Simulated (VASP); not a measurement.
# Sn (Fd-3m) in VASP: a series of runs

Aim: see how the results for Sn move with the level of theory and the settings. Levels: LDA, PBEsol. Tasks: single point.

Program: VASP 6.6.1. These are calculated values, not measurements. Logs are shortened: lines on timing, memory, paths and dates and some standing lists are left out, and cuts for length are marked.

### 1 The cell of the first run

Symmetry: Fd-3m, No. 227, cubic system. Conventional cell: a = 6.476 Å, b = 6.476 Å, c = 6.476 Å, α = 90.00°, β = 90.00°, γ = 90.00°. Sn (site symmetry -43m) has 4 Sn at 2.80 Å within 3.7 Å.

### 2 Single point, LDA

Contents of INCAR:

```
PREC     = Accurate       # precision mode
ENCUT    = 520            # plane-wave cutoff, eV
EDIFF    = 1E-6           # SCF threshold, eV
ISMEAR   = -1             # smearing method
SIGMA    = 0.02           # smearing width, eV
LREAL    = F              # projectors in reciprocal space
LASPH    = T              # aspherical terms in the spheres
NELM     = 100            # most SCF steps
ALGO     = Normal         # electronic algorithm
ISIF     = 2              # what is computed and relaxed
LWAVE    = F              # write WAVECAR
LCHARG   = F              # write CHGCAR
NBANDS   = 21             # bands
```

Contents of KPOINTS:

```
regular mesh
0
Gamma
  6 6 6
```

Contents of POSCAR:

```
Sn
1.0
    0.0000000000      3.2382111945      3.2382111945
    3.2382111945      0.0000000000      3.2382111945
    3.2382111945      3.2382111945      0.0000000000
Sn
2
Direct
    0.0000000000      0.0000000000      0.0000000000
    0.2500000000      0.2500000000      0.2500000000
```

Potentials or basis: VASP PAW LDA potentials, release 64 (Sn_d).

Started as:

```bash
cat potpaw_LDA.64/Sn_d/POTCAR > POTCAR
mpirun -np 1 vasp_std > vasp.out
```

OUTCAR:

```text
PREC = Accurate
   ENCUT = 520
   EDIFF = 1E-6
   ISMEAR = -1
   LREAL = F
   LASPH = T
   NELM = 100
   ISIF = 2

 ion  position               nearest neighbor table
   1  0.000  0.000  0.000-   2 2.80   2 2.80   2 2.80   2 2.80
   2  0.250  0.250  0.250-   1 2.80   1 2.80   1 2.80   1 2.80

  LATTYP: Found a face centered cubic cell.
 ALAT       =     6.4764223890

  Lattice vectors:

 A1 = (   0.0000000000,   3.2382111945,   3.2382111945)
 A2 = (   3.2382111945,   0.0000000000,   3.2382111945)
 A3 = (   3.2382111945,   3.2382111945,   0.0000000000)

Analysis of symmetry for initial positions (statically):
=====================================================================
 Subroutine PRICEL returns:
 Original cell was already a primitive cell.

 Routine SETGRP: Setting up the symmetry group for a
 face centered cubic supercell.

 Subroutine GETGRP returns: Found 48 space group operations
 (whereof 24 operations were pure point group operations)
 out of a pool of 48 trial point group operations.

The static configuration has the point symmetry T_d .
 The point group associated with its full space group is O_h .

Analysis of symmetry for dynamics (positions and initial velocities):
=====================================================================
 Subroutine PRICEL returns:
 Original cell was already a primitive cell.

 Routine SETGRP: Setting up the symmetry group for a
 face centered cubic supercell.

 Subroutine GETGRP returns: Found 48 space group operations
 (whereof 24 operations were pure point group operations)
 out of a pool of 48 trial point group operations.

The dynamic configuration has the point symmetry T_d .
 The point group associated with its full space group is O_h .

 Subroutine INISYM returns: Found 48 space group operations
 (whereof 24 operations are pure point group operations),
 and found     1 'primitive' translations

----------------------------------------------------------------------------------------

                                     Primitive cell

  volume of cell :      67.9118

  direct lattice vectors                    reciprocal lattice vectors
     0.000000000  3.238211194  3.238211194    -0.154406235  0.154406235  0.154406235
     3.238211194  0.000000000  3.238211194     0.154406235 -0.154406235  0.154406235
     3.238211194  3.238211194  0.000000000     0.154406235  0.154406235 -0.154406235

  length of vectors
     4.579522189  4.579522189  4.579522189     0.267439445  0.267439445  0.267439445

  position of ions in fractional coordinates (direct lattice)
     0.000000000  0.000000000  0.000000000
     0.250000000  0.250000000  0.250000000

  ion indices of the primitive-cell ions
   primitive index   ion index
                 1           1
                 2           2

----------------------------------------------------------------------------------------

 KPOINTS: regular mesh

Automatic generation of k-mesh.
 Grid dimensions read from file:
 generate k-points for:    6    6    6

 Generating k-lattice:

  Cartesian coordinates                     Fractional coordinates (reciprocal lattice)
    -0.025734373  0.025734373  0.025734373     0.166666667  0.000000000  0.000000000
     0.025734373 -0.025734373  0.025734373     0.000000000  0.166666667  0.000000000
     0.025734373  0.025734373 -0.025734373     0.000000000  0.000000000  0.166666667

  Length of vectors
     0.044573241  0.044573241  0.044573241

  Shift w.r.t. Gamma in fractional coordinates (k-lattice)
     0.000000000  0.000000000  0.000000000

 Subroutine IBZKPT returns following result:
 ===========================================

 Found     16 irreducible k-points:

 Following reciprocal coordinates:
            Coordinates               Weight
  0.000000  0.000000  0.000000      1.000000
  0.166667  0.000000  0.000000      8.000000
  0.333333  0.000000  0.000000      8.000000
  0.500000  0.000000  0.000000      4.000000
  0.166667  0.166667  0.000000      6.000000
  0.333333  0.166667  0.000000     24.000000
[... 8 lines left out ...]
 -0.333333  0.333333  0.166667     24.000000
 -0.333333  0.500000  0.166667     12.000000
   k-points           NKPTS =     16   k-points in BZ     NKDIM =     16   number of bands    NBANDS=     21
   number of dos      NEDOS =    301   number of ions     NIONS =      2
   total plane-waves  NPLWV =  46656
   dimension x,y,z NGX =    36 NGY =   36 NGZ =   36
   dimension x,y,z NGXF=    72 NGYF=   72 NGZF=   72
   ions per type =               2
   NGX,Y,Z   is equivalent  to a cutoff of  13.07, 13.07, 13.07 a.u.
   NGXF,Y,Z  is equivalent  to a cutoff of  26.14, 26.14, 26.14 a.u.
 SYSTEM =  unknown system
   PREC   = accura    normal or accurate (medium, high low for compatibility)
   ISTART =      0    job   : 0-new  1-cont  2-samecut
   ICHARG =      2    charge: 1-file 2-atom 10-const
   ISPIN  =      1    spin polarized calculation?
   LNONCOLLINEAR =      F non collinear calculations
   LSORBIT =      F    spin-orbit coupling
   LASPH  =      T    aspherical Exc in radial PAW
   ENCUT  =  520.0 eV  38.22 Ry    6.18 a.u.   8.51  8.51  8.51*2*pi/ulx,y,z
   NELM   =    100;   NELMIN=  2; NELMDL= -5     # of ELM steps
   EDIFF  = 0.1E-05   stopping-criterion for ELM
   LREAL  =      F    real-space projection
   EDIFFG = 0.1E-04   stopping-criterion for IOM
   NSW    =      0    number of steps for IOM
   IBRION =     -1    ionic relax: 0-MD 1-quasi-New 2-CG
   NFREE  =      0    steps in history (QN), initial steepest desc. (CG)
   ISIF   =      2    stress and relaxation
   ISYM   =      2    0-nonsym 1-usesym 2-fastsym
   POTIM  = 0.5000    time-step for ionic-motion
   TEBEG  =    0.0;   TEEND  =   0.0 temperature during run
   PSTRESS=    0.0 pullay stress
   NELECT =      28.0000    total number of electrons
   NUPDOWN=      -1.0000    fix difference up-down
   EMIN   =  10.00;   EMAX   =-10.00  energy-range for DOS
   EFERMI =   0.00;   METHOD = LEGACY
   ISMEAR =    -1;   SIGMA  =   0.02  broadening in eV -4-tet -1-fermi 0-gaus
   EFERMI_NEDOS =   21; number of points for ismear=-14 and -15
   IALGO  =     38    algorithm
   IMIX   =      4    mixing-type and parameters
     AMIX     =   0.40;   BMIX     =  1.00
     AMIX_MAG =   1.60;   BMIX_MAG =  1.00
  volume/ion in A,a.u.               =      33.96       229.15
  Fermi-wavevector in a.u.,A,eV,Ry     =   1.218463  2.302561 20.199917  1.484652
  Thomas-Fermi vector in A             =   2.353749
   LORBIT       =      0    0 simple, 1 ext, 2 COOP (PROOUT), +10 PAW based schemes
   GGA     = CA    functional components
   LHFCALC =     F    Hartree Fock is set to
   AEXX    =    0.0000 exact exchange contribution
   IVDW    =     0    specifies the selected vdW correction
   LEPSILON=     F    determine dielectric tensor
   LRPA    =     F    only Hartree local field effects (RPA)
 non-spin polarized calculation
  energy-cutoff  :      520.00
  volume of cell :       67.91
 maximum number of plane-waves:      1853
 NGX is ok and might be reduce to    36
   NGX = 17   NGY = 17   NGZ = 17

 number of electron      28.0000006 magnetization

 Free energy of the ion-electron system (eV)
  ---------------------------------------------------
  ext. energy  EPLUGINS =         0.00000000
  ---------------------------------------------------
  free energy    TOTEN  =        -8.90660583 eV

  energy without entropy =       -8.90608917  energy(sigma->0) =       -8.90634750

 E-fermi :   5.3471     XC(G=0):  -9.2171

 val. band max:        5.0766906126   @ k =   0.1667   0.0000   0.0000
 cond. band min:       5.3471600121   @ k =   0.5000   0.0000   0.0000
 fundamental gap:      0.2704693994
 Fermi energy:         5.3471254748

 k-point     1 :       0.0000    0.0000    0.0000
  band No.  band energies     occupation
      1     -16.1851      2.00000
      2     -16.1851      2.00000
      3     -16.1851      2.00000
      4     -16.1230      2.00000
      5     -16.1230      2.00000
      6     -15.8056      2.00000
[... 13 lines left out ...]
     20      13.4894      0.00000
     21      13.4894      0.00000

 k-point     2 :       0.1667    0.0000    0.0000
  band No.  band energies     occupation
      1     -16.2017      2.00000
      2     -16.2017      2.00000
      3     -16.1785      2.00000
      4     -16.0988      2.00000
      5     -16.0988      2.00000
      6     -15.8359      2.00000
[... 13 lines left out ...]
     20      12.3674      0.00000
     21      12.3674      0.00000

 k-point     3 :       0.3333    0.0000    0.0000
  band No.  band energies     occupation
      1     -16.2178      2.00000
      2     -16.2178      2.00000
      3     -16.1648      2.00000
      4     -16.0698      2.00000
      5     -16.0698      2.00000
      6     -15.8598      2.00000
[... 13 lines left out ...]
     20      12.7855      0.00000
     21      12.7855      0.00000

 k-point     4 :       0.5000    0.0000    0.0000
  band No.  band energies     occupation
      1     -16.2223      2.00000
      2     -16.2223      2.00000
      3     -16.1576      2.00000
      4     -16.0607      2.00000
      5     -16.0607      2.00000
      6     -15.8661      2.00000
[... 13 lines left out ...]
     20      14.2225      0.00000
     21      14.2788      0.00000

 k-point     5 :       0.1667    0.1667    0.0000
  band No.  band energies     occupation
      1     -16.1999      2.00000
      2     -16.1999      2.00000
      3     -16.1941      2.00000
      4     -16.1005      2.00000
      5     -16.0709      2.00000
      6     -15.8844      2.00000
[... 13 lines left out ...]
     20      11.9132      0.00000
     21      13.7967      0.00000

 k-point     6 :       0.3333    0.1667    0.0000
  band No.  band energies     occupation
      1     -16.2283      2.00000
      2     -16.2158      2.00000
      3     -16.1662      2.00000
      4     -16.0705      2.00000
      5     -16.0334      2.00000
      6     -15.9229      2.00000
[... 13 lines left out ...]
     20      13.0541      0.00000
     21      13.8133      0.00000

 k-point     7 :       0.5000    0.1667    0.0000
  band No.  band energies     occupation
      1     -16.2457      2.00000
      2     -16.2276      2.00000
      3     -16.1312      2.00000
      4     -16.0421      2.00000
      5     -16.0305      2.00000
      6     -15.9178      2.00000
[... 13 lines left out ...]
     20      14.0824      0.00000
     21      14.3454      0.00000

 k-point     8 :      -0.3333    0.1667    0.0000
  band No.  band energies     occupation
      1     -16.2412      2.00000
      2     -16.2310      2.00000
      3     -16.1271      2.00000
      4     -16.0588      2.00000
      5     -16.0318      2.00000
      6     -15.8988      2.00000
[... 13 lines left out ...]
     20      12.6653      0.00000
     21      14.1114      0.00000

 k-point     9 :      -0.1667    0.1667    0.0000
  band No.  band energies     occupation
      1     -16.2213      2.00000
      2     -16.2171      2.00000
      3     -16.1600      2.00000
      4     -16.0845      2.00000
      5     -16.0600      2.00000
      6     -15.8775      2.00000
[... 13 lines left out ...]
     20      12.7048      0.00000
     21      12.9442      0.00000

 k-point    10 :       0.3333    0.3333    0.0000
  band No.  band energies     occupation
      1     -16.2260      2.00000
      2     -16.2260      2.00000
      3     -16.1703      2.00000
      4     -16.0395      2.00000
      5     -15.9946      2.00000
      6     -15.9738      2.00000
[... 13 lines left out ...]
     20      14.7118      0.00000
     21      14.7260      0.00000

 k-point    11 :       0.5000    0.3333    0.0000
  band No.  band energies     occupation
      1     -16.2500      2.00000
      2     -16.2351      2.00000
      3     -16.1207      2.00000
      4     -16.0239      2.00000
      5     -16.0012      2.00000
      6     -15.9437      2.00000
[... 13 lines left out ...]
     20      14.8141      0.00000
     21      15.0517      0.00000

 k-point    12 :      -0.3333    0.3333    0.0000
  band No.  band energies     occupation
      1     -16.2617      2.00000
      2     -16.2379      2.00000
      3     -16.0986      2.00000
      4     -15.9954      2.00000
      5     -15.9868      2.00000
      6     -15.9657      2.00000
[... 13 lines left out ...]
     20      12.8281      0.00000
     21      16.0498      0.00000

 k-point    13 :       0.5000    0.5000    0.0000
  band No.  band energies     occupation
      1     -16.2377      2.00000
      2     -16.2377      2.00000
      3     -16.0991      2.00000
      4     -16.0991      2.00000
      5     -15.9570      2.00000
      6     -15.9570      2.00000
[... 13 lines left out ...]
     20      14.6691      0.00000
     21      15.8823      0.00000

 k-point    14 :       0.5000    0.3333    0.1667
  band No.  band energies     occupation
      1     -16.2441      2.00000
      2     -16.2383      2.00000
      3     -16.1238      2.00000
      4     -16.0401      2.00000
      5     -15.9920      2.00000
      6     -15.9641      2.00000
[... 13 lines left out ...]
     20      13.4495      0.00000
     21      15.1845      0.00000

 k-point    15 :      -0.3333    0.3333    0.1667
  band No.  band energies     occupation
      1     -16.2583      2.00000
      2     -16.2432      2.00000
      3     -16.0901      2.00000
      4     -16.0130      2.00000
      5     -15.9823      2.00000
      6     -15.9691      2.00000
[... 13 lines left out ...]
     20      14.7666      0.00000
     21      15.0890      0.00000

 k-point    16 :      -0.3333    0.5000    0.1667
  band No.  band energies     occupation
      1     -16.2519      2.00000
      2     -16.2519      2.00000
      3     -16.0579      2.00000
      4     -16.0579      2.00000
      5     -15.9615      2.00000
      6     -15.9615      2.00000
[... 13 lines left out ...]
     20      14.4698      0.00000
     21      15.6848      0.00000

------------------------ aborting loop because EDIFF is reached ----------------------------------------

  FORCE on cell =-STRESS in cart. coord.  units (eV):
  Direction    XX          YY          ZZ          XY          YZ          ZX
  --------------------------------------------------------------------------------------
  -------------------------------------------------------------------------------------
  Total        0.0121157      0.0121157      0.0121157      0.0000000      0.0000000      0.0000000
  in kB        0.2858332      0.2858332      0.2858332      0.0000000      0.0000000      0.0000000
  external PRESSURE =       0.2858332 kB  Pullay stress =       0.0000000 kB

 VOLUME and BASIS-vectors are now :
 -----------------------------------------------------------------------------
  energy-cutoff  :      520.00
  volume of cell :       67.91
      direct lattice vectors                 reciprocal lattice vectors
     0.000000000  3.238211194  3.238211194    -0.154406235  0.154406235  0.154406235
     3.238211194  0.000000000  3.238211194     0.154406235 -0.154406235  0.154406235
     3.238211194  3.238211194  0.000000000     0.154406235  0.154406235 -0.154406235

 POSITION                                       TOTAL-FORCE (eV/Angst)
 -----------------------------------------------------------------------------------
      0.00000      0.00000      0.00000        -0.000000     -0.000000     -0.000000
      1.61911      1.61911      1.61911         0.000000      0.000000      0.000000
 -----------------------------------------------------------------------------------
    total drift:                                0.000000      0.000000      0.000000

  FREE ENERGIE OF THE ION-ELECTRON SYSTEM (eV)
  ---------------------------------------------------
  free  energy   TOTEN  =        -8.9066058295 eV

  energy  without entropy=       -8.9060891749  energy(sigma->0) =       -8.90634750
```

Run time: 15 s. Hardware: 1 thread of Intel Xeon Platinum 8259CL at 2.50GHz (Skylake/Cascade Lake), shared host; peak memory 0.17 GiB.

Results:

```yaml
Free_energy: -8.9066 eV
Pressure: 0.0 GPa
Band_gap_on_the_k_mesh: zero (band 14 reaches 5.52 eV, above the bottom of band 15 at 5.35 eV)
```

Caveat: spin-orbit coupling is left out, which moves the levels of the heavy elements.

### 3 Single point, PBEsol

This run uses another cell than the first one, of 35.01 Å³/atom, 1.031 times its volume.

Contents of INCAR:

```
SYSTEM = Sn
PREC = Accurate
ENCUT = 520
EDIFF = 1E-6
ISMEAR = -1
SIGMA = 0.02
LREAL = .False.
LASPH = .True.
NELM = 80
ALGO = Normal
ISIF = 2
LWAVE = .False.
LCHARG = .False.
GGA = PS
NBANDS = 21
```

Contents of KPOINTS:

```
regular mesh
0
Gamma
  6 6 6
  0 0 0
```

Contents of POSCAR:

```
Sn
1.0
    0.0000000000      3.2714565352      3.2714565352
    3.2714565352      0.0000000000      3.2714565352
    3.2714565352      3.2714565352      0.0000000000
Sn
2
Direct
    0.0000000000      0.0000000000      0.0000000000
    0.2500000000      0.2500000000      0.2500000000
```

Potentials or basis: VASP PAW PBE potentials, release 64 (Sn_d).

Started as:

```bash
cat potpaw_PBE.64/Sn_d/POTCAR > POTCAR
mpirun -np 1 vasp_std > vasp.out
```

It took 18 s on 1 thread of Intel Xeon Platinum 8259CL at 2.50GHz (Skylake/Cascade Lake), shared host; peak memory 0.2 GiB.

Results (log left out):

```
Free energy            : -8.4306 eV
Pressure               : -0.1 GPa
Band gap on the k mesh : zero (band 14 reaches 5.33 eV, above the bottom of band 15 at 5.13 eV)
```

Levels at points of the mesh, in eV from the Fermi level:
| k point | band 11 | band 12 | band 13 | band 14 | band 15 | band 16 | band 17 | band 18 |
| --- | --- | --- | --- | --- | --- | --- | --- | --- |
| (0.00, 0.00, 0.00) | -10.36 | -0.75 | 0.20 | 0.20 | 0.20 | 2.25 | 2.25 | 2.25 |
| (0.50, 0.00, 0.00) | -8.78 | -6.12 | -0.97 | -0.97 | 0.00 | 3.31 | 3.31 | 5.65 |
| (0.50, 0.50, 0.00) | -7.34 | -7.34 | -2.28 | -2.28 | 0.89 | 0.89 | 7.66 | 7.66 |

Caveat: the PAW data sets were made with another functional, which shifts forces and pressure a little; spin-orbit coupling is left out, which moves the levels of the heavy elements.
